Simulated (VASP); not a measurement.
## Al2Au: relaxation of cell and atoms with PBE

The system is Al2Au.

```
Al Au
1.0
     0.00000    3.15147    3.15147
     3.15147    0.00000    3.15147
     3.15147    3.15147    0.00000
Al Au
2 1
Direct
  0.50000 0.50000 0.50000
  0.25000 0.25000 0.25000
  0.00000 0.00000 0.00000
```

```
Program                : VASP 6.6.1
Task                   : relaxation of cell and atoms
Functional             : PBE
Potentials or basis    : VASP PAW PBE potentials, release 64 (Al, Au)
Cutoff                 : 600 eV
k mesh                 : 6 × 6 × 6
Occupations            : gaussian, width 0.1 eV
Spin                   : no spin polarisation
Dipole correction      : no
Further INCAR settings : ALGO = Normal; EDIFF = 1e-06; IBRION = 2; EDIFFG = -0.04; NSW = 90; ISIF = 3
```

| Property | Result |
| --- | --- |
| Relaxed volume | 18.91 Å³/atom |
| Relaxed cell | a = 4.313 Å, b = 4.313 Å, c = 4.313 Å, α = 60.00°, β = 60.00°, γ = 60.00° |
| Space group after relaxing (to 0.05 Å) | F-43m (No. 216) |
| Energy gained by relaxing | 40.4 meV/atom |
| Ionic steps | 3 |
| Pressure after relaxing | 0.0 GPa |

Step by step:
```csv
step,energy change (eV),largest force (eV/Å),pressure (GPa),volume (Å³)
1,0.0000,0.0000,-5.87,62.60
2,-0.1182,0.0000,1.19,55.93
3,-0.1211,0.0000,-0.01,56.72
```

Final structure:
```
Al Au
1.0
     0.00000    3.04951    3.04951
     3.04951    0.00000    3.04951
     3.04951    3.04951    0.00000
Al Au
2 1
Direct
  0.50000 0.50000 0.50000
  0.25000 0.25000 0.25000
  0.00000 0.00000 0.00000
```

Levels at points of the mesh, in eV from the Fermi level:
```csv
k point,band 6,band 7,band 8,band 9,band 10,band 11
"(0.00, 0.00, 0.00)",-4.97,1.10,1.10,1.10,3.15,3.70
"(0.50, 0.00, 0.00)",-4.78,-4.43,1.03,1.03,1.42,2.83
"(0.50, 0.50, 0.00)",-4.45,-4.15,-2.00,-2.00,-0.69,2.75
```

It took 28 s on 1 thread of Intel(R) Xeon(R) Platinum 8488C (Sapphire Rapids), on a shared host, peak memory 0.21 GiB.

Caveat: spin-orbit coupling is left out, which moves the levels of the heavy elements.
